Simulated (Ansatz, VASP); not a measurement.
**One calculation of Pb, two programs**

```xyz
2
Lattice="3.4800 0.0000 0.0000 -1.7400 3.0138 0.0000 0.0000 0.0000 5.5900" Properties=species:S:1:pos:R:3 pbc="T T T"
Pb    1.7400    1.0046    4.1925
Pb    0.0000    2.0092    1.3975
```

Alike in both runs: task single point; functional PBE; k mesh 9 × 9 × 5; occupations gaussian, width 0.05 eV; no spin polarisation.

|  | VASP | Ansatz |
| --- | --- | --- |
| version | VASP 6.6.1 | Ansatz 0.2.0 |
| potentials or method | VASP PAW PBE potentials, release 64 (Pb_d), cutoff 520 eV | all-electron LAPW, scalar-relativistic |

Ansatz gave:

| Property | Result |
| --- | --- |
| gap on the k mesh at the Fermi level (eV) | none |
| pressure (GPa) | 4.0 |
| traceless stress, the component that is largest in VASP (GPa) | 2.87 |

Which values does VASP return?

gap on the k mesh at the Fermi level (eV): none; pressure (GPa): 4.0; traceless stress, the component that is largest in VASP (GPa): 2.85.

A gap of «none» marks a metal or a gap that the smearing closes. Ansatz ran all-electron here, and VASP with PAW potentials.

Neither program's run includes spin-orbit coupling.
